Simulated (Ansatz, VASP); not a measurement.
# One calculation of SnSe2, two programs

```
CELL_PARAMETERS angstrom
3.81100 0.00000 0.00000
-1.90550 3.30042 0.00000
0.00000 0.00000 6.13600
ATOMIC_POSITIONS crystal
Sn 0.00000 0.00000 0.00000
Se 0.33333 0.66667 0.26170
Se 0.66667 0.33333 0.73830
```

Alike in both runs: functional PBE; k mesh 13 × 13 × 7; occupations fermi-dirac, width 0.02 eV; no spin polarisation.

Ansatz relaxed the structure, and its values are those at the end. VASP's run is a single point on that final structure, the one shown.

|  | VASP | Ansatz |
| --- | --- | --- |
| version | VASP 6.6.1 | Ansatz 0.2.0 |
| potentials or method | VASP PAW PBE potentials, release 64 (Sn_d, Se) | plane-wave PAW, scalar-relativistic |
| plane-wave cutoff (eV) | 520 | 420 |
| valence electrons in the cell | 26 | 46 |

|  | VASP | Ansatz | Ansatz less VASP |
| --- | --- | --- | --- |
| pressure (GPa) | 2.7 | 2.6 | -0.07 |
| rms of the force components (eV/Å) | 0.000 | 0.006 | +0.0058 |

VASP's potentials hold 26 valence electrons a cell and Ansatz's 46, so a difference there can come from the potentials and not from the codes. Ansatz's warnings: stress scf threshold loose.
